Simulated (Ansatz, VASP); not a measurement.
**Two plane-wave programs on C**

INCAR

```
ALGO = Normal
EDIFF = 1E-7
ENCUT = 520
GGA = PE
ISIF = 2
ISMEAR = 0
IVDW = 12
LASPH = T
LCHARG = F
LREAL = F
LWAVE = F
NBANDS = 11
NELM = 60
PREC = Accurate
SIGMA = 0.05
```

File KPOINTS:

```
k-points
0
Gamma
  15 15 15
```

The input POSCAR:

```
C
1.0
    1.2324984681      0.7115833223      3.3613878357
   -1.2324984681      0.7115833223      3.3613878357
    0.0000000000     -1.4231666447      3.3613878357
C
2
Direct
    0.1794856809      0.1794856809      0.1478660528
    0.8205143191      0.8205143191      0.8521339472
```

Input for Ansatz:

```yaml
crystal:
  lattice:
    - [1.2324984681, 0.7115833223, 3.3613878357]
    - [-1.2324984681, 0.7115833223, 3.3613878357]
    - [0.0, -1.4231666447, 3.3613878357]
  atoms:
    - { symbol: C, position: [0.1794856809, 0.1794856809, 0.1478660528] }
    - { symbol: C, position: [0.8205143191, 0.8205143191, 0.8521339472] }
basis:
  ecutwfc: 520.0
kpoints:
  mp_grid: { grid: [15, 15, 15] }
hamiltonian:
  xc: pbe
  dispersion: d3bj
scf:
  occupations: { method: gaussian, width: 0.05 }
output:
  forces: true
  stress: true
  eigenvalues: true
```

Change from the starting cell: mode 4 frozen in at +0.024 Å and mode 6 at +0.045 Å (largest displacements).

Alike in both runs: task single point; functional PBE; dispersion D3(BJ); k mesh 15 × 15 × 15; occupations gaussian, width 0.05 eV; no spin polarisation.

|  | VASP | Ansatz |
| --- | --- | --- |
| version | VASP 6.6.1 | Ansatz 0.2.0 |
| potentials or method | VASP PAW PBE potentials, release 64 (C), cutoff 520 eV | scalar-relativistic, plane waves, PAW |
| valence electrons in the cell | 8 | 8 |

|  | VASP | Ansatz | Ansatz less VASP |
| --- | --- | --- | --- |
| gap on the k mesh at the Fermi level (eV) | 0.47 | 0.47 | +0.001 |
| least direct gap on the mesh (eV) | 0.47 | 0.47 | +0.001 |
| pressure (GPa) | 3.6 | 3.2 | -0.38 |
| traceless stress, the component that is largest in VASP (GPa) | 10.46 | 10.05 | -0.411 |
| rms of the force components (eV/Å) | 2.510 | 2.506 | -0.0037 |

Atom by atom the forces differ by 0.004 eV/Å (rms over components).
